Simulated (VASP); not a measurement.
## Ga2O3: single point with PBE

Ga2O3:

```
CELL_PARAMETERS angstrom
2.52898 1.46010 4.54131
-2.52898 1.46010 4.54131
0.00000 -2.92021 4.54131
ATOMIC_POSITIONS crystal
Ga 0.85568 0.85568 0.85568
Ga 0.64432 0.64432 0.64432
Ga 0.14432 0.14432 0.14432
Ga 0.35568 0.35568 0.35568
O 0.75000 0.44631 0.05369
O 0.44631 0.05369 0.75000
O 0.05369 0.75000 0.44631
O 0.25000 0.55369 0.94631
O 0.94631 0.25000 0.55369
O 0.55369 0.94631 0.25000
```

| Property | Result |
| --- | --- |
| Program | VASP 6.6.1 |
| Task | single point |
| Functional | PBE |
| Potentials or basis | VASP PAW PBE potentials, release 64 (Ga_d, O) |
| Cutoff | 600 eV |
| k mesh | 7 × 7 × 7 |
| Occupations | gaussian, width 0.01 eV |
| Spin | no spin polarisation |
| Dipole correction | no |
| Further INCAR settings | ALGO = Normal; EDIFF = 1e-06; NBANDS = 55 |

```yaml
Pressure: 0.7 GPa
Largest_force: 0.041 eV/Å
Band_gap_on_the_k_mesh: 2.40 eV (least direct gap 2.63 eV)
```

Forces in eV/Å, atoms in the order of the input:
```
Ga   0.000  0.000  0.025
Ga   0.000  0.000 -0.025
Ga   0.000  0.000 -0.025
Ga   0.000  0.000  0.025
O   -0.021  0.036  0.000
O    0.041  0.000  0.000
O   -0.021 -0.036  0.000
O    0.021 -0.036  0.000
O    0.021  0.036  0.000
O   -0.041  0.000  0.000
```

Levels at points of the mesh, in eV from the valence-band top:
| k point | band 42 | band 43 | band 44 | band 45 | band 46 | band 47 |
| --- | --- | --- | --- | --- | --- | --- |
| (0.00, 0.00, 0.00) | -0.30 | -0.23 | -0.23 | 2.40 | 6.31 | 6.58 |

Wall time 4 min on 1 thread of Intel(R) Xeon(R) 6975P-C (Granite Rapids), on a shared host, peak memory 0.44 GiB.

A k mesh can miss the band edges.
